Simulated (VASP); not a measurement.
Crystal: SnSe2.

```xyz
3
Lattice="3.8110 0.0000 0.0000 -1.9055 3.3004 0.0000 0.0000 0.0000 6.1360" Properties=species:S:1:pos:R:3 pbc="T T T"
Sn    0.0000    0.0000    0.0000
Se    0.0000    2.2003    1.5279
Se    1.9055    1.1001    4.6081
```

```yaml
Program: VASP 6.6.1
Task: relaxation of the atoms
Functional: PBE
Potentials_or_basis: VASP PAW PBE potentials, release 64 (Sn_d, Se)
Cutoff: 520 eV
k_mesh: 8 × 8 × 5
Occupations: fermi-dirac, width 0.02 eV
Spin: no spin polarisation
```

At the start: pressure 5.6 GPa; volume 25.73 Å³/atom.

Where does the relaxation end?

Over 3 steps the energy falls by 20.3 meV/atom; space group P-3m1 (No. 164, to 0.05 Å).

The path:
| step | energy change (eV) | largest force (eV/Å) | pressure (GPa) |
| --- | --- | --- | --- |
| 1 | 0.0000 | 0.8038 | 5.62 |
| 2 | -0.0461 | 0.3901 | 4.12 |
| 3 | -0.0610 | 0.0035 | 2.72 |

Final structure:
```xyz
3
Lattice="3.8110 0.0000 0.0000 -1.9055 3.3004 0.0000 0.0000 0.0000 6.1360" Properties=species:S:1:pos:R:3 pbc="T T T"
Sn    0.0000    0.0000    0.0000
Se    0.0000    2.2003    1.6057
Se    1.9055    1.1001    4.5303
```

Caveat: this functional lacks dispersion, which binds the layers, so the pressure and a relaxed spacing across them are unreliable.
